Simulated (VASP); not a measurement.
SiO2: single point with PBE

The system is SiO2.

```xyz
6
Lattice="4.2359 0.0000 0.0000 0.0000 4.5324 0.0000 0.0000 0.0000 2.6898" Properties=species:S:1:pos:R:3 pbc="T T T"
Si    2.1179    2.2662    1.3449
Si    0.0000    0.0000    0.0000
O     3.1328    2.9299    0.0000
O     1.0149    3.8687    1.3449
O     1.1031    1.6025    0.0000
O     3.2210    0.6637    1.3449
```

This cell differs from its parent crystal: atoms displaced along a vibrational mode, the cell strained.

```json
{
  "Program": "VASP 6.6.1",
  "Task": "single point",
  "Functional": "PBE",
  "Potentials or basis": "VASP PAW PBE potentials, release 64 (Si, O)",
  "Cutoff": "520 eV",
  "k mesh": "6 × 6 × 8",
  "Occupations": "gaussian, width 0.05 eV",
  "Spin": "no spin polarisation"
}
```

```
Pressure               : -18.8 GPa
Largest force          : 1.499 eV/Å
Band gap on the k mesh : 4.33 eV
```

Forces on the atoms (eV/Å):
```
Si   0.000  0.000  0.000
Si   0.000  0.000  0.000
O   -1.471  0.289  0.000
O   -1.471 -0.289  0.000
O    1.471 -0.289  0.000
O    1.471  0.289  0.000
```

Stress tensor (GPa, compression positive):
```
-21.44   0.00   0.00
  0.00 -19.90   0.00
  0.00   0.00 -15.18
```

Levels at points of the mesh, in eV from the valence-band top:
```tsv
k point	band 13	band 14	band 15	band 16	band 17	band 18	band 19	band 20
(0.00, 0.00, 0.00)	-1.70	-0.32	-0.05	0.00	4.33	7.15	8.17	9.01
(0.50, 0.00, 0.00)	-1.68	-1.68	-0.05	-0.05	6.18	6.18	8.81	8.81
(0.00, 0.50, 0.00)	-1.66	-1.66	-0.67	-0.67	7.06	7.06	9.44	9.44
(0.50, 0.50, 0.00)	-1.96	-1.96	-1.10	-1.10	6.78	6.78	9.59	9.59
(0.00, 0.00, 0.50)	-2.03	-2.03	-1.23	-1.23	7.69	7.69	11.12	11.12
(0.50, 0.00, 0.50)	-1.93	-1.93	-0.48	-0.48	8.23	8.23	8.95	8.95
(0.00, 0.50, 0.50)	-1.54	-1.54	-1.05	-1.05	7.16	7.16	8.43	8.43
(0.50, 0.50, 0.50)	-1.41	-1.41	-0.53	-0.53	6.40	6.40	9.66	9.66
```

Run time: 56 s on 1 thread of Intel(R) Xeon(R) Platinum 8259CL CPU @ 2.50GHz (Skylake/Cascade Lake), on a shared host, peak memory 0.21 GiB.

Caveat: the cell differs from its parent crystal (atoms displaced along a vibrational mode, the cell strained); the cell stands under tension; forces of over 1 eV/Å act on the atoms, so gaps and moduli don't describe the material at rest. A k mesh can miss the band edges.
